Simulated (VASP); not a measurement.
MnSb: single point with LDA

Crystal: MnSb.

```
Sb Mn
1.0
     4.15000    0.00000    0.00000
    -2.07500    3.59401    0.00000
     0.00000    0.00000    5.78000
Sb Mn
2 2
Direct
  0.66667 0.33333 0.75000
  0.33333 0.66667 0.25000
  0.00000 0.00000 0.50000
  0.00000 0.00000 0.00000
```

- Program: VASP 6.6.1
- Task: single point
- Functional: LDA
- Potentials or basis: VASP PAW LDA potentials, release 64 (Sb, Mn_pv)
- Cutoff: 520 eV
- k mesh: 7 × 7 × 5
- Occupations: fermi-dirac, width 0.05 eV
- Spin: collinear spin, ferromagnetic start
- Starting moments: [0.0, 0.0, 4.0, 4.0] μB

| Item | Value |
| --- | --- |
| Pressure | -11.2 GPa |
| Net moment | 6.38 μB per cell |
| Site moments | Sb -0.10; Mn +3.19 μB |
| Valence electrons inside the program's atomic spheres | Sb 2.45; Mn 11.55 |

Stress tensor (GPa, compression positive):
```
-10.79   0.00   0.00
  0.00 -10.79   0.00
  0.00   0.00 -12.02
```

Levels at points of the mesh, in eV from the Fermi level:
Spin up:
```
           k point  band 17  band 18  band 19  band 20  band 21  band 22  band 23  band 24  band 25  band 26
(0.00, 0.00, 0.00)    -1.56    -1.56    -0.23     0.51     0.51     2.35     2.35     2.55     3.05     4.37
```
Spin down:
```tsv
k point	band 13	band 14	band 15	band 16	band 17	band 18
(0.00, 0.00, 0.00)	-0.20	-0.20	0.16	0.16	0.66	0.66
```

Wall time 51 s on 1 thread of Intel(R) Xeon(R) 6975P-C (Granite Rapids) (shared host), peak memory 0.24 GiB.

Caveat: the cell stands under tension; spin-orbit coupling is left out, which moves the levels of the heavy elements; only a ferromagnetic start was run, and an antiferromagnetic order may lie lower in energy.
